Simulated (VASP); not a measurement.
# KZr (Pmma) in VASP: single point with PBE

Aim: the single point of KZr with PBE.

Everything below comes from runs of VASP 6.6.1. Logs are shortened: lines on timing, memory, paths and dates and some standing lists are left out, and cuts for length are marked.

### Step 1. The cell of the first run

Symmetry: Pmma, No. 51, orthorhombic system. Conventional cell: a = 5.018 Å, b = 3.206 Å, c = 9.737 Å, α = 90.00°, β = 90.00°, γ = 90.00°. K (site symmetry mm2) has 2 K at 3.21 Å and 6 Zr at 3.90 to 3.96 Å within 4.2 Å. Zr (site symmetry mm2) has 4 Zr at 2.74 to 3.21 Å within 3.6 Å.

### Step 2. Single point, PBE

Input file INCAR:

```
SYSTEM = KZr
PREC = Accurate
ENCUT = 520
EDIFF = 1E-6
ISMEAR = 0
SIGMA = 0.1
LREAL = .False.
LASPH = .True.
NELM = 300
ALGO = All
ISIF = 2
LWAVE = .False.
LCHARG = .False.
GGA = PE
NBANDS = 29
GGA_COMPAT = .False.
ISEARCH = 1
KPAR = 4
```

Input file KPOINTS:

```
Automatic mesh
0
Gamma
  4 6 4
  0 0 0
```

Input file POSCAR:

```
KZr
1.0
    5.0175038796      0.0000000000      0.0000000000
    0.0000000000      3.2059518413      0.0000000000
    0.0000000000      0.0000000000      9.7367136125
K Zr
2 2
Direct
    0.7500000000      0.0000000000      0.6851792730
    0.2500000000      0.0000000000      0.3148207270
    0.7500000000      0.5000000000      0.0567848890
    0.2500000000      0.5000000000      0.9432151110
```

Potentials or basis: VASP PAW PBE potentials, release 64 (K_sv, Zr_sv).

The run is started by

```
$ cat potpaw_PBE.64/K_sv/POTCAR potpaw_PBE.64/Zr_sv/POTCAR > POTCAR
$ mpirun -np 4 vasp_std > vasp.out
```

OUTCAR:

```text
SYSTEM = KZr
   PREC = Accurate
   ENCUT = 520
   EDIFF = 1E-6
   ISMEAR = 0
   LREAL = .False.
   LASPH = .True.
   NELM = 300
   ISIF = 2
   GGA = PE

 ion  position               nearest neighbor table
   1  0.750  0.000  0.685-
   2  0.250  0.000  0.315-
   3  0.750  0.500  0.057-   4 2.74   4 2.74
   4  0.250  0.500  0.943-   3 2.74   3 2.74

  LATTYP: Found a simple orthorhombic cell.
 ALAT       =     3.2059518413
 B/A-ratio  =     1.5650590302
 C/A-ratio  =     3.0370741965

  Lattice vectors:

 A1 = (   0.0000000000,  -3.2059518413,   0.0000000000)
 A2 = (   5.0175038796,   0.0000000000,   0.0000000000)
 A3 = (   0.0000000000,   0.0000000000,   9.7367136125)

Analysis of symmetry for initial positions (statically):
=====================================================================
 Subroutine PRICEL returns:
 Original cell was already a primitive cell.

 Routine SETGRP: Setting up the symmetry group for a
 simple orthorhombic supercell.

 Subroutine GETGRP returns: Found  8 space group operations
 (whereof  4 operations were pure point group operations)
 out of a pool of  8 trial point group operations.

The static configuration has the point symmetry C_2h.
 The point group associated with its full space group is D_2h.

Analysis of symmetry for dynamics (positions and initial velocities):
=====================================================================
 Subroutine PRICEL returns:
 Original cell was already a primitive cell.

 Routine SETGRP: Setting up the symmetry group for a
 simple orthorhombic supercell.

 Subroutine GETGRP returns: Found  8 space group operations
 (whereof  4 operations were pure point group operations)
 out of a pool of  8 trial point group operations.

The dynamic configuration has the point symmetry C_2h.
 The point group associated with its full space group is D_2h.

 Subroutine INISYM returns: Found  8 space group operations
 (whereof  4 operations are pure point group operations),
 and found     1 'primitive' translations

----------------------------------------------------------------------------------------

                                     Primitive cell

  volume of cell :     156.6236

  direct lattice vectors                    reciprocal lattice vectors
     5.017503880  0.000000000  0.000000000     0.199302287  0.000000000  0.000000000
     0.000000000  3.205951841  0.000000000     0.000000000  0.311919845  0.000000000
     0.000000000  0.000000000  9.736713612     0.000000000  0.000000000  0.102704058

  length of vectors
     5.017503880  3.205951841  9.736713612     0.199302287  0.311919845  0.102704058

  position of ions in fractional coordinates (direct lattice)
     0.750000000  0.000000000  0.685179273
     0.250000000  0.000000000  0.314820727
     0.750000000  0.500000000  0.056784889
     0.250000000  0.500000000  0.943215111

  ion indices of the primitive-cell ions
   primitive index   ion index
                 1           1
                 2           2
                 3           3
                 4           4

----------------------------------------------------------------------------------------

 KPOINTS: Automatic mesh

Automatic generation of k-mesh.
 Grid dimensions read from file:
 generate k-points for:    4    6    4

 Generating k-lattice:

  Cartesian coordinates                     Fractional coordinates (reciprocal lattice)
     0.049825572  0.000000000  0.000000000     0.250000000  0.000000000  0.000000000
     0.000000000  0.051986641  0.000000000     0.000000000  0.166666667  0.000000000
     0.000000000  0.000000000  0.025676015     0.000000000  0.000000000  0.250000000

  Length of vectors
     0.049825572  0.051986641  0.025676015

  Shift w.r.t. Gamma in fractional coordinates (k-lattice)
     0.000000000  0.000000000  0.000000000

 Subroutine IBZKPT returns following result:
 ===========================================

 Found     36 irreducible k-points:

 Following reciprocal coordinates:
            Coordinates               Weight
  0.000000  0.000000  0.000000      1.000000
  0.250000  0.000000  0.000000      2.000000
  0.500000  0.000000  0.000000      1.000000
  0.000000  0.166667  0.000000      2.000000
  0.250000  0.166667  0.000000      4.000000
  0.500000  0.166667  0.000000      2.000000
[... 16 lines left out ...]
  0.250000  0.500000  0.250000      4.000000
  0.500000  0.500000  0.250000      2.000000
 [... further k-points ...]
   k-points           NKPTS =     36   k-points in BZ     NKDIM =     36   number of bands    NBANDS=     29
   number of dos      NEDOS =    301   number of ions     NIONS =      4
   total plane-waves  NPLWV =  69120
   dimension x,y,z NGX =    40 NGY =   24 NGZ =   72
   dimension x,y,z NGXF=    80 NGYF=   48 NGZF=  144
   ions per type =               2   2
   NGX,Y,Z   is equivalent  to a cutoff of  13.25, 12.45, 12.29 a.u.
   NGXF,Y,Z  is equivalent  to a cutoff of  26.51, 24.89, 24.59 a.u.
 SYSTEM =  KZr
   PREC   = accura    normal or accurate (medium, high low for compatibility)
   ISTART =      0    job   : 0-new  1-cont  2-samecut
   ICHARG =      2    charge: 1-file 2-atom 10-const
   ISPIN  =      1    spin polarized calculation?
   LNONCOLLINEAR =      F non collinear calculations
   LSORBIT =      F    spin-orbit coupling
   LASPH  =      T    aspherical Exc in radial PAW
   ENCUT  =  520.0 eV  38.22 Ry    6.18 a.u.   9.33  5.96 18.10*2*pi/ulx,y,z
   NELM   =    300;   NELMIN=  2; NELMDL= -5     # of ELM steps
   EDIFF  = 0.1E-05   stopping-criterion for ELM
   LREAL  =      F    real-space projection
   EDIFFG = 0.1E-04   stopping-criterion for IOM
   NSW    =      0    number of steps for IOM
   IBRION =     -1    ionic relax: 0-MD 1-quasi-New 2-CG
   NFREE  =      0    steps in history (QN), initial steepest desc. (CG)
   ISIF   =      2    stress and relaxation
   ISYM   =      2    0-nonsym 1-usesym 2-fastsym
   POTIM  = 0.5000    time-step for ionic-motion
   TEBEG  =    0.0;   TEEND  =   0.0 temperature during run
   PSTRESS=    0.0 pullay stress
   NELECT =      42.0000    total number of electrons
   NUPDOWN=      -1.0000    fix difference up-down
   EMIN   =  10.00;   EMAX   =-10.00  energy-range for DOS
   EFERMI =   0.00;   METHOD = LEGACY
   ISMEAR =     0;   SIGMA  =   0.10  broadening in eV -4-tet -1-fermi 0-gaus
   EFERMI_NEDOS =   21; number of points for ismear=-14 and -15
   IALGO  =     58    algorithm
   IMIX   =      4    mixing-type and parameters
     AMIX     =   0.40;   BMIX     =  1.00
     AMIX_MAG =   1.60;   BMIX_MAG =  1.00
  volume/ion in A,a.u.               =      39.16       264.24
  Fermi-wavevector in a.u.,A,eV,Ry     =   1.055696  1.994976 15.163613  1.114494
  Thomas-Fermi vector in A             =   2.190904
   LORBIT       =      0    0 simple, 1 ext, 2 COOP (PROOUT), +10 PAW based schemes
   GGA     = PE    functional components
   LHFCALC =     F    Hartree Fock is set to
   AEXX    =    0.0000 exact exchange contribution
   IVDW    =     0    specifies the selected vdW correction
   LEPSILON=     F    determine dielectric tensor
   LRPA    =     F    only Hartree local field effects (RPA)
 non-spin polarized calculation
 Gauss-broadening in eV      SIGMA  =   0.10
  energy-cutoff  :      520.00
  volume of cell :      156.62
 maximum number of plane-waves:      4250
 NGX is ok and might be reduce to    40
   NGX = 19   NGY = 11   NGZ = 37

 number of electron      41.9999998 magnetization

 Free energy of the ion-electron system (eV)
  ---------------------------------------------------
  ext. energy  EPLUGINS =         0.00000000
  ---------------------------------------------------
  free energy    TOTEN  =       -15.66668700 eV

  energy without entropy =      -15.62766477  energy(sigma->0) =      -15.64717589

 E-fermi :   2.6812     XC(G=0):  -7.8823

 val. band max:        2.6670648990   @ k =   0.5000   0.1667   0.5000
 cond. band min:       2.7040410608   @ k =   0.2500   0.1667   0.0000
 fundamental gap:      0.0369761618
 Fermi energy:         2.6812304373

 k-point     1 :       0.0000    0.0000    0.0000
  band No.  band energies     occupation
      1     -46.1153      2.00000
      2     -45.8597      2.00000
      3     -28.9412      2.00000
      4     -28.9376      2.00000
      5     -24.7478      2.00000
      6     -24.1594      2.00000
[... 21 lines left out ...]
     28       5.7689      0.00000
     29       5.8876      0.00000

 k-point     2 :       0.2500    0.0000    0.0000
  band No.  band energies     occupation
      1     -46.0787      2.00000
      2     -45.8980      2.00000
      3     -28.9404      2.00000
      4     -28.9379      2.00000
      5     -24.6540      2.00000
      6     -24.2401      2.00000
[... 21 lines left out ...]
     28       5.4277      0.00000
     29       5.5514      0.00000

 k-point     3 :       0.5000    0.0000    0.0000
  band No.  band energies     occupation
      1     -45.9892      2.00000
      2     -45.9892      2.00000
      3     -28.9389      2.00000
      4     -28.9389      2.00000
      5     -24.4405      2.00000
      6     -24.4405      2.00000
[... 21 lines left out ...]
     28       4.9313      0.00000
     29       6.0025      0.00000

 k-point     4 :       0.0000    0.1667    0.0000
  band No.  band energies     occupation
      1     -46.1036      2.00000
      2     -45.8488      2.00000
      3     -28.9104      2.00000
      4     -28.9069      2.00000
      5     -24.7309      2.00000
      6     -24.1463      2.00000
[... 21 lines left out ...]
     28       5.0390      0.00000
     29       6.5653      0.00000

 k-point     5 :       0.2500    0.1667    0.0000
  band No.  band energies     occupation
      1     -46.0672      2.00000
      2     -45.8870      2.00000
      3     -28.9096      2.00000
      4     -28.9072      2.00000
      5     -24.6375      2.00000
      6     -24.2263      2.00000
[... 21 lines left out ...]
     28       5.2343      0.00000
     29       5.3223      0.00000
[... 510 lines left out ...]
     28       5.9730      0.00000
     29       6.0322      0.00000

 k-point    22 :       0.0000    0.5000    0.2500
  band No.  band energies     occupation
      1     -46.0683      2.00000
      2     -45.8159      2.00000
      3     -28.8159      2.00000
      4     -28.8128      2.00000
      5     -24.6797      2.00000
      6     -24.3937      2.00000
[... 21 lines left out ...]
     28       5.3854      0.00000
     29       5.5416      0.00000

 k-point    23 :       0.2500    0.5000    0.2500
  band No.  band energies     occupation
      1     -46.0322      2.00000
      2     -45.8538      2.00000
      3     -28.8152      2.00000
      4     -28.8130      2.00000
      5     -24.5874      2.00000
      6     -24.3568      2.00000
[... 21 lines left out ...]
     28       5.7679      0.00000
     29       6.2477      0.00000

 k-point    24 :       0.5000    0.5000    0.2500
  band No.  band energies     occupation
      1     -45.9438      2.00000
      2     -45.9438      2.00000
      3     -28.8139      2.00000
      4     -28.8139      2.00000
      5     -24.3784      2.00000
      6     -24.3784      2.00000
[... 21 lines left out ...]
     28       6.4721      0.00000
     29       6.7626      0.00000

 [... further k-points ...]
[... 5 lines left out ...]
  --------------------------------------------------------------------------------------
  -------------------------------------------------------------------------------------
  Total        0.1377982      0.0498661      0.0616694      0.0000000      0.0000000      0.0000000
  in kB        1.4096041      0.5101043      0.6308455      0.0000000      0.0000000      0.0000000
  external PRESSURE =       0.8501846 kB  Pullay stress =       0.0000000 kB

 VOLUME and BASIS-vectors are now :
 -----------------------------------------------------------------------------
  energy-cutoff  :      520.00
  volume of cell :      156.62
      direct lattice vectors                 reciprocal lattice vectors
     5.017503880  0.000000000  0.000000000     0.199302287  0.000000000  0.000000000
     0.000000000  3.205951841  0.000000000     0.000000000  0.311919845  0.000000000
     0.000000000  0.000000000  9.736713612     0.000000000  0.000000000  0.102704058

 POSITION                                       TOTAL-FORCE (eV/Angst)
 -----------------------------------------------------------------------------------
      3.76313      0.00000      6.67139         0.000000     -0.000000     -0.003709
      1.25438      0.00000      3.06532         0.000000     -0.000000      0.003709
      3.76313      1.60298      0.55290         0.000000     -0.000000      0.011608
      1.25438      1.60298      9.18382        -0.000000      0.000000     -0.011608
 -----------------------------------------------------------------------------------
    total drift:                                0.000000      0.000000     -0.000000

  FREE ENERGIE OF THE ION-ELECTRON SYSTEM (eV)
  ---------------------------------------------------
  free  energy   TOTEN  =       -15.6666870050 eV

  energy  without entropy=      -15.6276613654  energy(sigma->0) =      -15.64717419
```

Run time: 2.1 min. Hardware: 4 MPI ranks of Intel Xeon Platinum 8259CL at 2.50GHz (Skylake/Cascade Lake), shared host; peak memory 0.45 GiB.

Results:

```yaml
Free_energy: -15.6667 eV
Pressure: 0.1 GPa
Largest_force: 0.012 eV/Å
Band_gap_on_the_k_mesh: zero (bands 21 and 22 overlap by 1.15 eV)
```

Forces in eV/Å, atoms in the order of the input:
```
K    0.000  0.000 -0.004
K    0.000  0.000  0.004
Zr   0.000  0.000  0.012
Zr   0.000  0.000 -0.012
```

Stress tensor (GPa, compression positive):
```
0.14 0.00 0.00
0.00 0.05 0.00
0.00 0.00 0.06
```

Levels at points of the mesh, in eV from the Fermi level:
| k point | band 19 | band 20 | band 21 | band 22 | band 23 | band 24 |
| --- | --- | --- | --- | --- | --- | --- |
| (0.00, 0.00, 0.00) | -1.24 | -0.72 | -0.48 | 0.26 | 0.46 | 1.24 |
| (0.50, 0.00, 0.00) | -1.35 | -1.35 | -0.13 | -0.13 | 0.74 | 0.74 |
| (0.00, 0.50, 0.00) | -0.69 | -0.05 | 0.65 | 0.66 | 1.34 | 1.47 |
| (0.50, 0.50, 0.00) | -0.49 | -0.49 | 0.58 | 0.58 | 0.66 | 0.66 |
| (0.00, 0.00, 0.50) | -1.00 | -0.45 | -0.16 | -0.06 | 0.46 | 1.24 |
| (0.50, 0.00, 0.50) | -1.34 | -1.34 | -0.12 | -0.12 | 0.17 | 0.17 |
| (0.00, 0.50, 0.50) | -0.74 | -0.05 | 0.58 | 0.87 | 1.31 | 1.67 |
| (0.50, 0.50, 0.50) | -0.49 | -0.49 | 0.57 | 0.57 | 0.59 | 0.59 |

The gap in the log of VASP goes by the Fermi energy; the results here count the filled bands.